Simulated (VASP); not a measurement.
# Be (P6_3/mmc) in VASP: notebook

The runs below take Be through relaxation of shape and atoms at fixed volume, relaxation of cell and atoms, with LDA.

Everything below comes from runs of VASP 6.6.1. Logs are shortened: lines on timing, memory, paths and dates and some standing lists are left out, and cuts for length are marked.

## Step 1: The cell of the first run

Symmetry: P6_3/mmc, No. 194, hexagonal system. The conventional cell has a = 2.204 Å, b = 2.204 Å, c = 3.481 Å, α = 90.00°, β = 90.00°, γ = 120.00°. Be (site symmetry -6m2) has 12 Be at 2.16 to 2.20 Å within 2.9 Å.

## Step 2: Relaxation of shape and atoms at fixed volume, LDA (volume scaled by 0.97)

The input, INCAR:

```
PREC = Accurate
ENCUT = 600
EDIFF = 1E-7
ISMEAR = 0
SIGMA = 0.1
LREAL = F
LASPH = T
NELM = 60
ALGO = Normal
ISIF = 4
LWAVE = F
LCHARG = F
GGA = CA
IBRION = 2
NSW = 50
EDIFFG = -0.01
```

The input, KPOINTS:

```
Automatic mesh
0
Gamma
  21 21 12
```

The input, POSCAR:

```
Be
1.0
    2.2037605033      0.0000000000      0.0000000000
   -1.1018802517      1.9085125798      0.0000000000
    0.0000000000      0.0000000000      3.4808122151
Be
2
Direct
    0.3333333333      0.6666666667      0.2500000000
    0.6666666667      0.3333333333      0.7500000000
```

Potentials or basis: VASP PAW LDA potentials, release 64 (Be).

The run is started by

```sh
> cat potpaw_LDA.64/Be/POTCAR > POTCAR
> mpirun -np 1 vasp_std > vasp.out
```

OUTCAR:

```text
PREC = Accurate
   ENCUT = 600
   EDIFF = 1E-7
   ISMEAR = 0
   LREAL = F
   LASPH = T
   NELM = 60
   ISIF = 4
   GGA = CA
   IBRION = 2
   NSW = 50
   EDIFFG = -0.01

 ion  position               nearest neighbor table
   1  0.333  0.667  0.250-   2 2.16   2 2.16   2 2.16   2 2.16   2 2.16   2 2.16
   2  0.667  0.333  0.750-   1 2.16   1 2.16   1 2.16   1 2.16   1 2.16   1 2.16

  LATTYP: Found a hexagonal cell.
 ALAT       =     2.2037605033
 C/A-ratio  =     1.5794875214

  Lattice vectors:

 A1 = (   2.2037605033,   0.0000000000,   0.0000000000)
 A2 = (  -1.1018802517,   1.9085125798,   0.0000000000)
 A3 = (   0.0000000000,   0.0000000000,   3.4808122151)

Analysis of symmetry for initial positions (statically):
=====================================================================
 Subroutine PRICEL returns:
 Original cell was already a primitive cell.

 Routine SETGRP: Setting up the symmetry group for a
 hexagonal supercell.

 Subroutine GETGRP returns: Found 24 space group operations
 (whereof 12 operations were pure point group operations)
 out of a pool of 24 trial point group operations.

The static configuration has the point symmetry D_3d.
 The point group associated with its full space group is D_6h.

Analysis of symmetry for dynamics (positions and initial velocities):
=====================================================================
 Subroutine PRICEL returns:
 Original cell was already a primitive cell.

 Routine SETGRP: Setting up the symmetry group for a
 hexagonal supercell.

 Subroutine GETGRP returns: Found 24 space group operations
 (whereof 12 operations were pure point group operations)
 out of a pool of 24 trial point group operations.

The dynamic configuration has the point symmetry D_3d.
 The point group associated with its full space group is D_6h.

 Subroutine INISYM returns: Found 24 space group operations
 (whereof 12 operations are pure point group operations),
 and found     1 'primitive' translations

----------------------------------------------------------------------------------------

                                     Primitive cell

  volume of cell :      14.6400

  direct lattice vectors                    reciprocal lattice vectors
     2.203760503  0.000000000  0.000000000     0.453769817  0.261984126  0.000000000
    -1.101880252  1.908512580  0.000000000     0.000000000  0.523968252  0.000000000
     0.000000000  0.000000000  3.480812215     0.000000000  0.000000000  0.287289270

  length of vectors
     2.203760503  2.203760503  3.480812215     0.523968252  0.523968252  0.287289270

  position of ions in fractional coordinates (direct lattice)
     0.333333333  0.666666667  0.250000000
     0.666666667  0.333333333  0.750000000

  ion indices of the primitive-cell ions
   primitive index   ion index
                 1           1
                 2           2

----------------------------------------------------------------------------------------

 KPOINTS: Automatic mesh

Automatic generation of k-mesh.
 Grid dimensions read from file:
 generate k-points for:   21   21   12

 Generating k-lattice:

  Cartesian coordinates                     Fractional coordinates (reciprocal lattice)
     0.021608087  0.012475435  0.000000000     0.047619048 -0.000000000  0.000000000
     0.000000000  0.024950869  0.000000000     0.000000000  0.047619048  0.000000000
     0.000000000  0.000000000  0.023940772     0.000000000  0.000000000  0.083333333

  Length of vectors
     0.024950869  0.024950869  0.023940772

  Shift w.r.t. Gamma in fractional coordinates (k-lattice)
     0.000000000  0.000000000  0.000000000

 Subroutine IBZKPT returns following result:
 ===========================================

 Found    336 irreducible k-points:

 Following reciprocal coordinates:
            Coordinates               Weight
  0.000000  0.000000  0.000000      1.000000
  0.047619  0.000000  0.000000      6.000000
  0.095238  0.000000  0.000000      6.000000
  0.142857  0.000000  0.000000      6.000000
  0.190476  0.000000  0.000000      6.000000
  0.238095  0.000000  0.000000      6.000000
[... 16 lines left out ...]
  0.142857  0.095238  0.000000     12.000000
  0.190476  0.095238  0.000000     12.000000
 [... further k-points ...]
   k-points           NKPTS =    336   k-points in BZ     NKDIM =    336   number of bands    NBANDS=      6
   number of dos      NEDOS =    301   number of ions     NIONS =      2
   total plane-waves  NPLWV =   9072
   dimension x,y,z NGX =    18 NGY =   18 NGZ =   28
   dimension x,y,z NGXF=    36 NGYF=   36 NGZF=   56
   ions per type =               2
   NGX,Y,Z   is equivalent  to a cutoff of  13.58, 13.58, 13.37 a.u.
   NGXF,Y,Z  is equivalent  to a cutoff of  27.16, 27.16, 26.75 a.u.
 SYSTEM =  unknown system
   PREC   = accura    normal or accurate (medium, high low for compatibility)
   ISTART =      0    job   : 0-new  1-cont  2-samecut
   ICHARG =      2    charge: 1-file 2-atom 10-const
   ISPIN  =      1    spin polarized calculation?
   LNONCOLLINEAR =      F non collinear calculations
   LSORBIT =      F    spin-orbit coupling
   LASPH  =      T    aspherical Exc in radial PAW
   ENCUT  =  600.0 eV  44.10 Ry    6.64 a.u.   4.40  4.40  6.95*2*pi/ulx,y,z
   NELM   =     60;   NELMIN=  2; NELMDL= -5     # of ELM steps
   EDIFF  = 0.1E-06   stopping-criterion for ELM
   LREAL  =      F    real-space projection
   EDIFFG = -.1E-01   stopping-criterion for IOM
   NSW    =     50    number of steps for IOM
   IBRION =      2    ionic relax: 0-MD 1-quasi-New 2-CG
   NFREE  =      1    steps in history (QN), initial steepest desc. (CG)
   ISIF   =      4    stress and relaxation
   ISYM   =      2    0-nonsym 1-usesym 2-fastsym
   POTIM  = 0.5000    time-step for ionic-motion
   TEBEG  =    0.0;   TEEND  =   0.0 temperature during run
   PSTRESS=    0.0 pullay stress
   NELECT =       4.0000    total number of electrons
   NUPDOWN=      -1.0000    fix difference up-down
   EMIN   =  10.00;   EMAX   =-10.00  energy-range for DOS
   EFERMI =   0.00;   METHOD = LEGACY
   ISMEAR =     0;   SIGMA  =   0.10  broadening in eV -4-tet -1-fermi 0-gaus
   EFERMI_NEDOS =   21; number of points for ismear=-14 and -15
   IALGO  =     38    algorithm
   IMIX   =      4    mixing-type and parameters
     AMIX     =   0.40;   BMIX     =  1.00
     AMIX_MAG =   1.60;   BMIX_MAG =  1.00
  volume/ion in A,a.u.               =       7.32        49.40
  Fermi-wavevector in a.u.,A,eV,Ry     =   1.062302  2.007460 15.353989  1.128486
  Thomas-Fermi vector in A             =   2.197748
   LORBIT       =      0    0 simple, 1 ext, 2 COOP (PROOUT), +10 PAW based schemes
   GGA     = CA    functional components
   LHFCALC =     F    Hartree Fock is set to
   AEXX    =    0.0000 exact exchange contribution
   IVDW    =     0    specifies the selected vdW correction
   LEPSILON=     F    determine dielectric tensor
   LRPA    =     F    only Hartree local field effects (RPA)
 conjugate gradient relaxation of ions
 non-spin polarized calculation
 Gauss-broadening in eV      SIGMA  =   0.10
  energy-cutoff  :      600.00
  volume of cell :       14.64
 maximum number of plane-waves:       512
 NGX is ok and might be reduce to    18
   NGX =  9   NGY =  9   NGZ = 13

--------------------------------------- Ionic step        1  -------------------------------------------

 number of electron       4.0000000 magnetization

 Free energy of the ion-electron system (eV)
  ---------------------------------------------------
  ext. energy  EPLUGINS =         0.00000000
  ---------------------------------------------------
  free energy    TOTEN  =        -8.40934177 eV

  energy without entropy =       -8.40800905  energy(sigma->0) =       -8.40867541

------------------------ aborting loop because EDIFF is reached ----------------------------------------

  FORCE on cell =-STRESS in cart. coord.  units (eV):
  Direction    XX          YY          ZZ          XY          YZ          ZX
  --------------------------------------------------------------------------------------
  -------------------------------------------------------------------------------------
  Total        0.4146155      0.4146155      0.4645958     -0.0000000      0.0000000     -0.0000000
  in kB       45.3749423     45.3749423     50.8447227     -0.0000000      0.0000000     -0.0000000
  external PRESSURE =      47.1982024 kB  Pullay stress =       0.0000000 kB

 VOLUME and BASIS-vectors are now :
 -----------------------------------------------------------------------------
  energy-cutoff  :      600.00
  volume of cell :       14.64
      direct lattice vectors                 reciprocal lattice vectors
     2.203760503  0.000000000  0.000000000     0.453769817  0.261984126  0.000000000
    -1.101880252  1.908512580  0.000000000     0.000000000  0.523968252  0.000000000
     0.000000000  0.000000000  3.480812215     0.000000000  0.000000000  0.287289270

 POSITION                                       TOTAL-FORCE (eV/Angst)
 -----------------------------------------------------------------------------------
     -0.00000      1.27234      0.87020         0.000000      0.000000      0.000000
      1.10188      0.63617      2.61061        -0.000000     -0.000000      0.000000
 -----------------------------------------------------------------------------------
    total drift:                                0.000000     -0.000000      0.000000

  FREE ENERGIE OF THE ION-ELECTRON SYSTEM (eV)
  ---------------------------------------------------
  free  energy   TOTEN  =        -8.4093417682 eV

  energy  without entropy=       -8.4080090515  energy(sigma->0) =       -8.40867541

--------------------------------------- Ionic step        2  -------------------------------------------

 number of electron       4.0000000 magnetization

 Free energy of the ion-electron system (eV)
  ---------------------------------------------------
  ext. energy  EPLUGINS =         0.00000000
  ---------------------------------------------------
  free energy    TOTEN  =        -8.40936363 eV

  energy without entropy =       -8.40803522  energy(sigma->0) =       -8.40869943

 E-fermi :   7.4463     XC(G=0): -10.8776

 val. band max:        7.4277109735   @ k =   0.3333   0.0476   0.0000
 cond. band min:       7.4935172112   @ k =   0.3333   0.2857   0.0833
 fundamental gap:      0.0658062376
 Fermi energy:         7.4462988132

 k-point     1 :       0.0000    0.0000    0.0000
  band No.  band energies     occupation
      1      -4.2087      2.00000
      2       2.6436      2.00000
      3       8.8391      0.00000
      4      24.2169      0.00000
      5      24.2169      0.00000
      6      27.1843      0.00000

 k-point     2 :       0.0476    0.0000    0.0000
  band No.  band energies     occupation
      1      -4.1429      2.00000
      2       2.7338      2.00000
      3       8.8512      0.00000
      4      23.6608      0.00000
      5      23.7714      0.00000
      6      27.2006      0.00000

 k-point     3 :       0.0952    0.0000    0.0000
  band No.  band energies     occupation
      1      -3.9450      2.00000
      2       3.0041      2.00000
      3       8.8845      0.00000
      4      22.2347      0.00000
      5      22.8157      0.00000
      6      27.2012      0.00000

 k-point     4 :       0.1429    0.0000    0.0000
  band No.  band energies     occupation
      1      -3.6149      2.00000
      2       3.4540      2.00000
      3       8.9268      0.00000
      4      20.3714      0.00000
      5      21.7441      0.00000
      6      27.0788      0.00000
[... 154 lines left out ...]
 k-point    22 :       0.0952    0.0952    0.0000
  band No.  band energies     occupation
      1      -3.4164      2.00000
      2       3.7235      2.00000
      3       8.9548      0.00000
      4      19.8177      0.00000
      5      20.6186      0.00000
      6      27.0383      0.00000

 k-point    23 :       0.1429    0.0952    0.0000
  band No.  band energies     occupation
      1      -2.9529      2.00000
      2       4.3509      2.00000
      3       8.9848      0.00000
      4      17.9951      0.00000
      5      19.5495      0.00000
      6      26.1491      0.00000

 k-point    24 :       0.1905    0.0952    0.0000
  band No.  band energies     occupation
      1      -2.3563      2.00000
      2       5.1542      2.00000
      3       8.9457      0.00000
      4      16.1729      0.00000
      5      18.5995      0.00000
      6      24.4599      0.00000

 [... further k-points ...]
[... 5 lines left out ...]
  --------------------------------------------------------------------------------------
  -------------------------------------------------------------------------------------
  Total        0.4285013      0.4285013      0.4329170     -0.0000000      0.0000000     -0.0000000
  in kB       46.8945912     46.8945912     47.3778350     -0.0000000      0.0000000     -0.0000000
  external PRESSURE =      47.0556725 kB  Pullay stress =       0.0000000 kB

 VOLUME and BASIS-vectors are now :
 -----------------------------------------------------------------------------
  energy-cutoff  :      600.00
  volume of cell :       14.64
      direct lattice vectors                 reciprocal lattice vectors
     2.202875247 -0.000000000 -0.000000000     0.453952171  0.262089408 -0.000000000
    -1.101437623  1.907745925  0.000000000     0.000000000  0.524178816 -0.000000000
     0.000000000  0.000000000  3.483610405     0.000000000  0.000000000  0.287058506

 POSITION                                       TOTAL-FORCE (eV/Angst)
 -----------------------------------------------------------------------------------
     -0.00000      1.27183      0.87090        -0.000000     -0.000000      0.000000
      1.10144      0.63592      2.61271         0.000000      0.000000      0.000000
 -----------------------------------------------------------------------------------
    total drift:                                0.000000     -0.000000      0.000000

  FREE ENERGIE OF THE ION-ELECTRON SYSTEM (eV)
  ---------------------------------------------------
  free  energy   TOTEN  =        -8.4093636329 eV

  energy  without entropy=       -8.4080352250  energy(sigma->0) =       -8.40869943

 reached required accuracy - stopping structural energy minimisation
```

Run time: 12 s. Hardware: 1 thread of Intel Xeon 6975P-C (Granite Rapids), shared host; peak memory 0.14 GiB.

What came out:

```
Free energy               : -8.4094 eV
Energy gained by relaxing : 0.0 meV/atom
Ionic steps               : 2
Pressure after relaxing   : 4.7 GPa
Band gap on the k mesh    : zero (band 2 reaches 8.40 eV, above the bottom of band 3 at 6.25 eV)
```

Final structure:
```cif
data_structure
_symmetry_space_group_name_H-M 'P 1'
_symmetry_Int_Tables_number 1
_cell_length_a 2.2029
_cell_length_b 2.2029
_cell_length_c 3.4836
_cell_angle_alpha 90.000
_cell_angle_beta 90.000
_cell_angle_gamma 120.000
_cell_volume 14.64
loop_
_atom_site_label
_atom_site_type_symbol
_atom_site_fract_x
_atom_site_fract_y
_atom_site_fract_z
_atom_site_occupancy
Be1 Be 0.33333 0.66667 0.25000 1
Be2 Be 0.66667 0.33333 0.75000 1
```

Caveat: the cell differs from its parent crystal (volume scaled by 0.97).

## Step 3: Relaxation of cell and atoms, LDA

This run uses another cell than the first one, of 7.55 Å³/atom, 1.032 times its volume.

The input, INCAR:

```
  ALGO = Normal
  EDIFF = 1E-7
  EDIFFG = -0.002
  ENCUT = 600
  IBRION = 2
  ISIF = 3
  ISMEAR = 0
  LASPH = T
  LCHARG = F
  LREAL = F
  LWAVE = F
  NELM = 80
  NSW = 100
  PREC = Accurate
  SIGMA = 0.1
```

The input, KPOINTS:

```
k-points
0
Gamma
  21 21 12
```

The input, POSCAR:

```
Be
1.0
    2.2356119770      0.0000000000      0.0000000000
   -1.1178059885      1.9360967651      0.0000000000
    0.0000000000      0.0000000000      3.4902128655
Be
2
Direct
    0.3333333333      0.6666666667      0.2500000000
    0.6666666667      0.3333333333      0.7500000000
```

Potentials or basis: VASP PAW LDA potentials, release 64 (Be).

The run is started by

```sh
> cat potpaw_LDA.64/Be/POTCAR > POTCAR
> mpirun -np 1 vasp_std > vasp.out
```

OUTCAR:

```text
EDIFF = 1E-7
   EDIFFG = -0.002
   ENCUT = 600
   IBRION = 2
   ISIF = 3
   ISMEAR = 0
   LASPH = T
   LREAL = F
   NELM = 80
   NSW = 100
   PREC = Accurate

 ion  position               nearest neighbor table
   1  0.333  0.667  0.250-   2 2.17   2 2.17   2 2.17   2 2.17   2 2.17   2 2.17
   2  0.667  0.333  0.750-   1 2.17   1 2.17   1 2.17   1 2.17   1 2.17   1 2.17

  LATTYP: Found a hexagonal cell.
 ALAT       =     2.2356119770
 C/A-ratio  =     1.5611890173

  Lattice vectors:

 A1 = (   2.2356119770,   0.0000000000,   0.0000000000)
 A2 = (  -1.1178059885,   1.9360967651,   0.0000000000)
 A3 = (   0.0000000000,   0.0000000000,   3.4902128655)

Analysis of symmetry for initial positions (statically):
=====================================================================
[... 289 lines left out ...]
  ---------------------------------------------------
  free energy    TOTEN  =        -8.41661428 eV

  energy without entropy =       -8.41521530  energy(sigma->0) =       -8.41591479

 E-fermi :   7.1599     XC(G=0): -10.7634

 val. band max:        7.1482271803   @ k =   0.3333   0.0476   0.0000
 cond. band min:       7.1953527155   @ k =   0.3333   0.2857   0.0833
 fundamental gap:      0.0471255352
 Fermi energy:         7.1599262781

 k-point     1 :       0.0000    0.0000    0.0000
  band No.  band energies     occupation
      1      -4.3104      2.00000
      2       2.4997      2.00000
      3       8.4506      0.00000
      4      23.4580      0.00000
      5      23.4580      0.00000
      6      26.3616      0.00000
[... 199 lines left out ...]
 k-point    24 :       0.1905    0.0952    0.0000
  band No.  band energies     occupation
      1      -2.4802      2.00000
      2       4.9488      2.00000
      3       8.6128      0.00000
      4      15.6339      0.00000
      5      17.9716      0.00000
      6      23.7478      0.00000

 [... further k-points ...]
[... 5 lines left out ...]
  --------------------------------------------------------------------------------------
  -------------------------------------------------------------------------------------
  Total       -0.0017585     -0.0017585     -0.0016389      0.0000000     -0.0000000      0.0000000
  in kB       -0.1859961     -0.1859961     -0.1733449      0.0000000     -0.0000000      0.0000000
  external PRESSURE =      -0.1817790 kB  Pullay stress =       0.0000000 kB
[... 17 lines left out ...]
  FREE ENERGIE OF THE ION-ELECTRON SYSTEM (eV)
  ---------------------------------------------------
  free  energy   TOTEN  =        -8.4166142805 eV

  energy  without entropy=       -8.4152153027  energy(sigma->0) =       -8.41591479

 reached required accuracy - stopping structural energy minimisation
```

CONTCAR:

```text
Be
   1.00000000000000
     2.2290520772698303    0.0000000000000000   -0.0000000000000000
    -1.1145260386349152    1.9304157252872776   -0.0000000000000000
    -0.0000000000000000    0.0000000000000000    3.5202771318949146
  Be
     2
Direct
     0.3333333332999970    0.6666666667000030    0.2500000000000000
     0.6666666667000030    0.3333333332999970    0.7500000000000000

  0.00000000E+00  0.00000000E+00  0.00000000E+00
  0.00000000E+00  0.00000000E+00  0.00000000E+00
```

It took 20 s on 1 thread of Intel Xeon 6975P-C (Granite Rapids), shared host; peak memory 0.14 GiB.

What came out:

```
Free energy                            : -8.4166 eV
Relaxed volume                         : 7.57 Å³/atom
Relaxed cell                           : a = 2.229 Å, b = 2.229 Å, c = 3.520 Å, α = 90.00°, β = 90.00°, γ = 120.00°
Space group after relaxing (to 0.05 Å) : P6_3/mmc (No. 194)
Energy gained by relaxing              : 0.8 meV/atom
Ionic steps                            : 4
Pressure after relaxing                : 0.0 GPa
Band gap on the k mesh                 : zero (band 2 reaches 8.10 eV, above the bottom of band 3 at 5.99 eV)
```

Step by step:
| step | energy change (eV) | largest force (eV/Å) | pressure (GPa) | volume (Å³) |
| --- | --- | --- | --- | --- |
| 1 | 0.0000 | 0.0000 | 0.49 | 15.11 |
| 2 | -0.0016 | 0.0000 | -0.08 | 15.16 |
| 3 | -0.0016 | 0.0000 | -0.16 | 15.16 |
| 4 | -0.0016 | 0.0000 | -0.02 | 15.15 |

Final structure:
```yaml
crystal:
  lattice:
    - [2.22905, 0.00000, 0.00000]
    - [-1.11453, 1.93042, 0.00000]
    - [0.00000, 0.00000, 3.52028]
  atoms:
    - { symbol: Be, position: [0.33333, 0.66667, 0.25000] }
    - { symbol: Be, position: [0.66667, 0.33333, 0.75000] }
```

Levels at points of the mesh, in eV from the Fermi level:
```csv
k point,band 1,band 2,band 3,band 4,band 5
"(0.00, 0.00, 0.00)",-11.47,-4.66,1.29,16.30,16.30
"(0.00, 0.00, 0.50)",-9.32,-9.32,10.90,10.90,17.96
```

[end of part 1 of 2]
